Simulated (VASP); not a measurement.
# Co (Fm-3m) in VASP: notebook

The runs below take Co through single point, with BLYP.

All numbers are computed with VASP 6.6.1; they aren't measurements. Logs are shortened: lines on timing, memory, paths and dates and some standing lists are left out, and cuts for length are marked.

### 1 The cell of the first run

It takes space group Fm-3m (No. 225, cubic). Conventional cell: a = 3.363 Å, b = 3.363 Å, c = 3.363 Å, α = 90.00°, β = 90.00°, γ = 90.00°. Co (site symmetry m-3m) has 12 Co at 2.38 Å within 3.1 Å.

This isn't the form of Co at room conditions, which is hcp.

### 2 Single point, BLYP (9.50 Å³/atom)

The input, INCAR:

```
SYSTEM = Co
AGGAC = 1.0 ; AGGAX = 1.0
ALDAC = 0.0 ; ALDAX = 1.0
ALGO = Normal ; EDIFF = 1E-6
ENCUT = 600 ; GGA = B5
GGA_COMPAT = .False. ; ISIF = 2
ISMEAR = -1 ; LASPH = .True.
LCHARG = .False. ; LREAL = .False.
LWAVE = .False. ; NBANDS = 10
NELM = 120 ; PREC = Accurate
SIGMA = 0.1
```

The input, KPOINTS:

```
k-points
0
Gamma
  17 17 17
  0 0 0
```

The input, POSCAR:

```
Co
1.0
    0.0000000000      1.6812786870      1.6812786870
    1.6812786870      0.0000000000      1.6812786870
    1.6812786870      1.6812786870      0.0000000000
Co
1
Direct
    0.0000000000      0.0000000000      0.0000000000
```

Potentials or basis: VASP PAW PBE potentials, release 64 (Co).

Launch:

```
$ cat potpaw_PBE.64/Co/POTCAR > POTCAR
$ mpirun -np 1 vasp_std > vasp.out
```

OUTCAR:

```text
SYSTEM = Co
   EDIFF = 1E-6
   ENCUT = 600
   GGA = B5
   ISIF = 2
   ISMEAR = -1
   LASPH = .True.
   LREAL = .False.
   NELM = 120
   PREC = Accurate

 ion  position               nearest neighbor table
   1  0.000  0.000  0.000-

  LATTYP: Found a face centered cubic cell.
 ALAT       =     3.3625573740

  Lattice vectors:

 A1 = (   0.0000000000,   1.6812786870,   1.6812786870)
 A2 = (   1.6812786870,   0.0000000000,   1.6812786870)
 A3 = (   1.6812786870,   1.6812786870,   0.0000000000)

Analysis of symmetry for initial positions (statically):
=====================================================================
 Subroutine PRICEL returns:
 Original cell was already a primitive cell.

 Routine SETGRP: Setting up the symmetry group for a
 face centered cubic supercell.

 Subroutine GETGRP returns: Found 48 space group operations
 (whereof 48 operations were pure point group operations)
 out of a pool of 48 trial point group operations.

The static configuration has the point symmetry O_h .

Analysis of symmetry for dynamics (positions and initial velocities):
=====================================================================
 Subroutine PRICEL returns:
 Original cell was already a primitive cell.

 Routine SETGRP: Setting up the symmetry group for a
 face centered cubic supercell.

 Subroutine GETGRP returns: Found 48 space group operations
 (whereof 48 operations were pure point group operations)
 out of a pool of 48 trial point group operations.

The dynamic configuration has the point symmetry O_h .

 Subroutine INISYM returns: Found 48 space group operations
 (whereof 48 operations are pure point group operations),
 and found     1 'primitive' translations

----------------------------------------------------------------------------------------

                                     Primitive cell

  volume of cell :       9.5049

  direct lattice vectors                    reciprocal lattice vectors
     0.000000000  1.681278687  1.681278687    -0.297392695  0.297392695  0.297392695
     1.681278687  0.000000000  1.681278687     0.297392695 -0.297392695  0.297392695
     1.681278687  1.681278687  0.000000000     0.297392695  0.297392695 -0.297392695

  length of vectors
     2.377687121  2.377687121  2.377687121     0.515099258  0.515099258  0.515099258

  position of ions in fractional coordinates (direct lattice)
     0.000000000  0.000000000  0.000000000

  ion indices of the primitive-cell ions
   primitive index   ion index
                 1           1

----------------------------------------------------------------------------------------

 KPOINTS: k-points

Automatic generation of k-mesh.
 Grid dimensions read from file:
 generate k-points for:   17   17   17

 Generating k-lattice:

  Cartesian coordinates                     Fractional coordinates (reciprocal lattice)
    -0.017493688  0.017493688  0.017493688     0.058823529  0.000000000  0.000000000
     0.017493688 -0.017493688  0.017493688     0.000000000  0.058823529  0.000000000
     0.017493688  0.017493688 -0.017493688     0.000000000  0.000000000  0.058823529

  Length of vectors
     0.030299956  0.030299956  0.030299956

  Shift w.r.t. Gamma in fractional coordinates (k-lattice)
     0.000000000  0.000000000  0.000000000

 Subroutine IBZKPT returns following result:
 ===========================================

 Found    165 irreducible k-points:

 Following reciprocal coordinates:
            Coordinates               Weight
  0.000000  0.000000  0.000000      1.000000
  0.058824  0.000000  0.000000      8.000000
  0.117647  0.000000  0.000000      8.000000
  0.176471  0.000000  0.000000      8.000000
  0.235294  0.000000  0.000000      8.000000
  0.294118  0.000000  0.000000      8.000000
[... 16 lines left out ...]
 -0.176471  0.058824  0.000000     24.000000
 -0.117647  0.058824  0.000000     24.000000
 [... further k-points ...]
   k-points           NKPTS =    165   k-points in BZ     NKDIM =    165   number of bands    NBANDS=     10
   number of dos      NEDOS =    301   number of ions     NIONS =      1
   total plane-waves  NPLWV =   8000
   dimension x,y,z NGX =    20 NGY =   20 NGZ =   20
   dimension x,y,z NGXF=    40 NGYF=   40 NGZF=   40
   ions per type =               1
   NGX,Y,Z   is equivalent  to a cutoff of  13.98, 13.98, 13.98 a.u.
   NGXF,Y,Z  is equivalent  to a cutoff of  27.97, 27.97, 27.97 a.u.
 SYSTEM =  Co
   PREC   = accura    normal or accurate (medium, high low for compatibility)
   ISTART =      0    job   : 0-new  1-cont  2-samecut
   ICHARG =      2    charge: 1-file 2-atom 10-const
   ISPIN  =      1    spin polarized calculation?
   LNONCOLLINEAR =      F non collinear calculations
   LSORBIT =      F    spin-orbit coupling
   LASPH  =      T    aspherical Exc in radial PAW
   ENCUT  =  600.0 eV  44.10 Ry    6.64 a.u.   4.75  4.75  4.75*2*pi/ulx,y,z
   NELM   =    120;   NELMIN=  2; NELMDL= -5     # of ELM steps
   EDIFF  = 0.1E-05   stopping-criterion for ELM
   LREAL  =      F    real-space projection
   EDIFFG = 0.1E-04   stopping-criterion for IOM
   NSW    =      0    number of steps for IOM
   IBRION =     -1    ionic relax: 0-MD 1-quasi-New 2-CG
   NFREE  =      0    steps in history (QN), initial steepest desc. (CG)
   ISIF   =      2    stress and relaxation
   ISYM   =      2    0-nonsym 1-usesym 2-fastsym
   POTIM  = 0.5000    time-step for ionic-motion
   TEBEG  =    0.0;   TEEND  =   0.0 temperature during run
   PSTRESS=    0.0 pullay stress
   NELECT =       9.0000    total number of electrons
   NUPDOWN=      -1.0000    fix difference up-down
   EMIN   =  10.00;   EMAX   =-10.00  energy-range for DOS
   EFERMI =   0.00;   METHOD = LEGACY
   ISMEAR =    -1;   SIGMA  =   0.10  broadening in eV -4-tet -1-fermi 0-gaus
   EFERMI_NEDOS =   21; number of points for ismear=-14 and -15
   IALGO  =     38    algorithm
   IMIX   =      4    mixing-type and parameters
     AMIX     =   0.40;   BMIX     =  1.00
     AMIX_MAG =   1.60;   BMIX_MAG =  1.00
  volume/ion in A,a.u.               =       9.50        64.14
  Fermi-wavevector in a.u.,A,eV,Ry     =   1.607580  3.037886 35.161725  2.584314
  Thomas-Fermi vector in A             =   2.703586
   LORBIT       =      0    0 simple, 1 ext, 2 COOP (PROOUT), +10 PAW based schemes
   GGA     = B5    functional components
   LHFCALC =     F    Hartree Fock is set to
   AEXX    =    0.0000 exact exchange contribution
   IVDW    =     0    specifies the selected vdW correction
   LEPSILON=     F    determine dielectric tensor
   LRPA    =     F    only Hartree local field effects (RPA)
 non-spin polarized calculation
  energy-cutoff  :      600.00
  volume of cell :        9.50
 maximum number of plane-waves:       331
   NGX =  9   NGY =  9   NGZ =  9

 number of electron       8.9999999 magnetization

 Free energy of the ion-electron system (eV)
  ---------------------------------------------------
  ext. energy  EPLUGINS =         0.00000000
  ---------------------------------------------------
  free energy    TOTEN  =        -5.76423470 eV

  energy without entropy =       -5.69772162  energy(sigma->0) =       -5.73097816

 E-fermi :  12.7130     XC(G=0): -13.5965

 val. band max:       12.7038865624   @ k =   0.4118   0.2353   0.0588
 cond. band min:      12.7202572468   @ k =   0.4118   0.2941   0.0588
 fundamental gap:      0.0163706844
 Fermi energy:        12.7129764979

 k-point     1 :       0.0000    0.0000    0.0000
  band No.  band energies     occupation
      1       3.2504      2.00000
      2      10.5473      2.00000
      3      10.5473      2.00000
      4      10.5473      2.00000
      5      12.0484      1.99740
      6      12.0484      1.99740
      7      37.1814      0.00000
      8      42.5951      0.00000
      9      42.5951      0.00000
     10      42.5951      0.00000

 k-point     2 :       0.0588    0.0000    0.0000
  band No.  band energies     occupation
      1       3.4037      2.00000
      2      10.4949      2.00000
      3      10.5897      2.00000
      4      10.5897      2.00000
      5      12.0286      1.99787
      6      12.0286      1.99787
      7      37.0008      0.00000
      8      40.9112      0.00000
      9      42.4332      0.00000
     10      42.4332      0.00000

 k-point     3 :       0.1176    0.0000    0.0000
  band No.  band energies     occupation
      1       3.8531      2.00000
      2      10.3558      2.00000
      3      10.6972      2.00000
      4      10.6972      2.00000
      5      11.9893      1.99856
      6      11.9893      1.99856
      7      35.8029      0.00000
      8      39.0301      0.00000
      9      42.0682      0.00000
     10      42.0682      0.00000

 k-point     4 :       0.1765    0.0000    0.0000
  band No.  band energies     occupation
      1       4.5626      2.00000
      2      10.1839      2.00000
      3      10.8053      2.00000
      4      10.8053      2.00000
      5      11.9946      1.99848
      6      11.9946      1.99848
      7      33.1831      0.00000
      8      38.3411      0.00000
      9      41.6669      0.00000
     10      41.6669      0.00000
[... 222 lines left out ...]
 k-point    22 :      -0.2353    0.0588    0.0000
  band No.  band energies     occupation
      1       5.8801      2.00000
      2       9.9980      2.00000
      3      10.7898      2.00000
      4      10.8759      2.00000
      5      11.9814      1.99867
      6      12.4835      1.81685
      7      29.3300      0.00000
      8      36.4607      0.00000
      9      40.2538      0.00000
     10      43.3460      0.00000

 k-point    23 :      -0.1765    0.0588    0.0000
  band No.  band energies     occupation
      1       4.9686      2.00000
      2      10.0661      2.00000
      3      10.8383      2.00000
      4      10.8889      2.00000
      5      11.8166      1.99974
      6      12.2338      1.98354
      7      32.2949      0.00000
      8      36.9614      0.00000
      9      40.8363      0.00000
     10      43.4442      0.00000

 k-point    24 :      -0.1176    0.0588    0.0000
  band No.  band energies     occupation
      1       4.1930      2.00000
      2      10.2355      2.00000
      3      10.7779      2.00000
      4      10.7840      2.00000
      5      11.8367      1.99969
      6      12.1087      1.99526
      7      35.0871      0.00000
      8      37.6676      0.00000
      9      41.0928      0.00000
     10      43.4553      0.00000

 [... further k-points ...]

------------------------ aborting loop because EDIFF is reached ----------------------------------------

  FORCE on cell =-STRESS in cart. coord.  units (eV):
  Direction    XX          YY          ZZ          XY          YZ          ZX
  --------------------------------------------------------------------------------------
  -------------------------------------------------------------------------------------
  Total        2.2177940      2.2177940      2.2177940      0.0000000      0.0000000     -0.0000000
  in kB      373.8373341    373.8373341    373.8373341      0.0000000      0.0000000     -0.0000000
  external PRESSURE =     373.8373341 kB  Pullay stress =       0.0000000 kB

 VOLUME and BASIS-vectors are now :
 -----------------------------------------------------------------------------
  energy-cutoff  :      600.00
  volume of cell :        9.50
      direct lattice vectors                 reciprocal lattice vectors
     0.000000000  1.681278687  1.681278687    -0.297392695  0.297392695  0.297392695
     1.681278687  0.000000000  1.681278687     0.297392695 -0.297392695  0.297392695
     1.681278687  1.681278687  0.000000000     0.297392695  0.297392695 -0.297392695

 POSITION                                       TOTAL-FORCE (eV/Angst)
 -----------------------------------------------------------------------------------
      0.00000      0.00000      0.00000         0.000000     -0.000000     -0.000000
 -----------------------------------------------------------------------------------
    total drift:                                0.000000      0.000000      0.000000

  FREE ENERGIE OF THE ION-ELECTRON SYSTEM (eV)
  ---------------------------------------------------
  free  energy   TOTEN  =        -5.7642347034 eV

  energy  without entropy=       -5.6977216166  energy(sigma->0) =       -5.73097816
```

Run time: 16 s. Hardware: 1 thread of Intel Xeon Platinum 8488C (Sapphire Rapids), shared host; peak memory 0.13 GiB.

Results:

```
Free energy            : -5.7642 eV
Pressure               : 37.4 GPa
Band gap on the k mesh : zero (an odd number of electrons rules out a gap without spin polarisation)
```

Caveat: the cell stands under pressure; the PAW data sets were made with another functional, which shifts forces and pressure a little; the run has no spin polarisation, though such a crystal can be magnetic. Spin polarisation is off, so any magnetic state and its effect on volume and gap are missing.

### 3 Single point, BLYP (9.94 Å³/atom)

This run uses another cell than the first one, of 9.94 Å³/atom.

The input, INCAR:

```
SYSTEM = Co
PREC = Accurate
ENCUT = 600
EDIFF = 1E-6
ISMEAR = -1
SIGMA = 0.1
LREAL = .FALSE.
LASPH = .TRUE.
NELM = 120
ALGO = Normal
ISIF = 2
LWAVE = .FALSE.
LCHARG = .TRUE.
GGA = B5
ALDAX = 1.0
AGGAX = 1.0
AGGAC = 1.0
ALDAC = 0.0
LELF = .TRUE.
LVHAR = .TRUE.
NBANDS = 10
GGA_COMPAT = .FALSE.
```

The input, KPOINTS:

```
regular mesh
0
G
  17 17 17
  0 0 0
```

The input, POSCAR:

```
Co
1.0
    0.0000000000      1.7063760989      1.7063760989
    1.7063760989      0.0000000000      1.7063760989
    1.7063760989      1.7063760989      0.0000000000
Co
1
Direct
    0.0000000000      0.0000000000      0.0000000000
```

Potentials or basis: VASP PAW PBE potentials, release 64 (Co).

Launch:

```
$ cat potpaw_PBE.64/Co/POTCAR > POTCAR
$ mpirun -np 1 vasp_std > vasp.out
```

OUTCAR:

```text
SYSTEM = Co
   PREC = Accurate
   ENCUT = 600
   EDIFF = 1E-6
   ISMEAR = -1
   LREAL = .FALSE.
   LASPH = .TRUE.
   NELM = 120
   ISIF = 2
   GGA = B5

 ion  position               nearest neighbor table
   1  0.000  0.000  0.000-

  LATTYP: Found a face centered cubic cell.
 ALAT       =     3.4127521978

  Lattice vectors:

 A1 = (   0.0000000000,   1.7063760989,   1.7063760989)
 A2 = (   1.7063760989,   0.0000000000,   1.7063760989)
 A3 = (   1.7063760989,   1.7063760989,   0.0000000000)

Analysis of symmetry for initial positions (statically):
=====================================================================
 Subroutine PRICEL returns:
 Original cell was already a primitive cell.

 Routine SETGRP: Setting up the symmetry group for a
 face centered cubic supercell.

 Subroutine GETGRP returns: Found 48 space group operations
 (whereof 48 operations were pure point group operations)
 out of a pool of 48 trial point group operations.

The static configuration has the point symmetry O_h .

Analysis of symmetry for dynamics (positions and initial velocities):
[... 160 lines left out ...]
 fundamental gap:      0.0149980157
 Fermi energy:        11.9601573432

 k-point     1 :       0.0000    0.0000    0.0000
  band No.  band energies     occupation
      1       2.7983      2.00000
      2       9.9343      2.00000
      3       9.9343      2.00000
      4       9.9343      2.00000
      5      11.3379      1.99604
      6      11.3379      1.99604
      7      36.0923      0.00000
      8      41.1538      0.00000
      9      41.1538      0.00000
     10      41.1538      0.00000
[... 287 lines left out ...]
 k-point    24 :      -0.1176    0.0588    0.0000
  band No.  band energies     occupation
      1       3.7100      2.00000
      2       9.6435      2.00000
      3      10.1508      2.00000
      4      10.1562      2.00000
      5      11.1415      1.99944
      6      11.3951      1.99299
      7      33.7997      0.00000
      8      36.3545      0.00000
      9      39.6724      0.00000
     10      41.9633      0.00000

 [... further k-points ...]

------------------------ aborting loop because EDIFF is reached ----------------------------------------

  FORCE on cell =-STRESS in cart. coord.  units (eV):
  Direction    XX          YY          ZZ          XY          YZ          ZX
  --------------------------------------------------------------------------------------
  -------------------------------------------------------------------------------------
  Total        1.3521191      1.3521191      1.3521191      0.0000000     -0.0000000     -0.0000000
  in kB      218.0074056    218.0074056    218.0074056      0.0000000     -0.0000000     -0.0000000
  external PRESSURE =     218.0074056 kB  Pullay stress =       0.0000000 kB

 VOLUME and BASIS-vectors are now :
 -----------------------------------------------------------------------------
  energy-cutoff  :      600.00
  volume of cell :        9.94
      direct lattice vectors                 reciprocal lattice vectors
     0.000000000  1.706376099  1.706376099    -0.293018638  0.293018638  0.293018638
     1.706376099  0.000000000  1.706376099     0.293018638 -0.293018638  0.293018638
     1.706376099  1.706376099  0.000000000     0.293018638  0.293018638 -0.293018638

 POSITION                                       TOTAL-FORCE (eV/Angst)
 -----------------------------------------------------------------------------------
      0.00000      0.00000      0.00000         0.000000      0.000000      0.000000
 -----------------------------------------------------------------------------------
    total drift:                                0.000000      0.000000      0.000000

  FREE ENERGIE OF THE ION-ELECTRON SYSTEM (eV)
  ---------------------------------------------------
  free  energy   TOTEN  =        -5.8435665419 eV

  energy  without entropy=       -5.7722203727  energy(sigma->0) =       -5.80789346
```

Wall time 15 s (1 thread of Intel Xeon Platinum 8488C (Sapphire Rapids), shared host); peak memory 0.14 GiB.

What came out:

```yaml
Free_energy: -5.8436 eV
Pressure: 21.8 GPa
Band_gap_on_the_k_mesh: zero (an odd number of electrons rules out a gap without spin polarisation)
```

Caveat: the cell stands under pressure; the PAW data sets were made with another functional, which shifts forces and pressure a little; the run has no spin polarisation, though such a crystal can be magnetic. Spin polarisation is off, so any magnetic state and its effect on volume and gap are missing.
